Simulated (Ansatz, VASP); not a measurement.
**Two plane-wave programs on Ta4Br**

Contents of INCAR:

```
PREC     = Accurate       # precision mode
ENCUT    = 600            # plane-wave cutoff, eV
EDIFF    = 1E-6           # SCF threshold, eV
ISMEAR   = 0              # smearing method
SIGMA    = 0.1            # smearing width, eV
LREAL    = F              # projectors in reciprocal space
LASPH    = T              # aspherical terms in the spheres
NELM     = 60             # most SCF steps
ALGO     = Fast           # electronic algorithm
ISIF     = 3              # what is computed and relaxed
LWAVE    = F              # write WAVECAR
LCHARG   = F              # write CHGCAR
GGA      = PE             # functional
IBRION   = 2              # ionic algorithm
NSW      = 90             # ionic steps
EDIFFG   = -0.04          # ionic threshold
```

KPOINTS

```
Automatic mesh
0
Gamma
  4 4 4
```

The input POSCAR:

```
Ta4Br
1.0
   -2.8948226600      2.8948226600      2.8948226600
    2.8948226600     -2.8948226600      2.8948226600
    2.8948226600      2.8948226600     -2.8948226600
Ta Br
4 1
Direct
    0.0000000000      0.0000000000      0.5000000000
    0.5000000000      0.0000000000      0.0000000000
    0.5000000000      0.5000000000      0.5000000000
    0.0000000000      0.5000000000      0.0000000000
    0.0000000000      0.0000000000      0.0000000000
```

Input for Ansatz:

```yaml
crystal:
  lattice:
    - [-2.89482266, 2.89482266, 2.89482266]
    - [2.89482266, -2.89482266, 2.89482266]
    - [2.89482266, 2.89482266, -2.89482266]
  atoms:
    - { symbol: Ta, position: [0.0, 0.0, 0.5] }
    - { symbol: Ta, position: [0.5, 0.0, 0.0] }
    - { symbol: Ta, position: [0.5, 0.5, 0.5] }
    - { symbol: Ta, position: [0.0, 0.5, 0.0] }
    - { symbol: Br, position: [0.0, 0.0, 0.0] }
basis:
  ecutwfc: 420
kpoints:
  mp_grid: { grid: [4, 4, 4] }
hamiltonian:
  xc: pbe
scf:
  occupations: { method: gaussian, width: 0.1 }
  lower_state_search: "off"
output:
  forces: true
  stress: true
  eigenvalues: true
relax:
  adjacent_minimum: "off"
  f_tol: 0.04
  max_steps: 70
  cell: { stress_tol: 0.4 }
```

Change from the starting cell: species swapped into the NiHg4 type (Im-3m, No. 229).

Alike in both runs: task relaxation of cell and atoms; functional PBE; k mesh 4 × 4 × 4; occupations gaussian, width 0.1 eV; no spin polarisation.

|  | VASP | Ansatz |
| --- | --- | --- |
| version | VASP 6.6.1 | Ansatz 0.2.0 |
| potentials or method | VASP PAW PBE potentials, release 64 (Ta_pv, Br), cutoff 600 eV | scalar-relativistic, plane waves, PAW |
| valence electrons in the cell | 51 | 59 |

VASP gave:

| Item | Value |
| --- | --- |
| gap on the k mesh at the Fermi level, each at its own relaxed structure (eV) | none |
| relaxed volume (Å³/atom) | 20.79 |
| relaxed length of the cell vector where the two differ most in proportion (Å) | 5.130 |

Q: What did Ansatz give for the same quantities?

A: gap on the k mesh at the Fermi level, each at its own relaxed structure (eV): none; relaxed volume (Å³/atom): 20.80; relaxed length of the cell vector where the two differ most in proportion (Å): 5.132.

A gap of «none» marks a metal or a gap that the smearing closes. VASP's potentials hold 51 valence electrons a cell and Ansatz's 59, so a difference there can come from the potentials and not from the codes.

The k mesh is coarse, so the values compare programs but aren't converged. Neither program's run includes spin-orbit coupling.
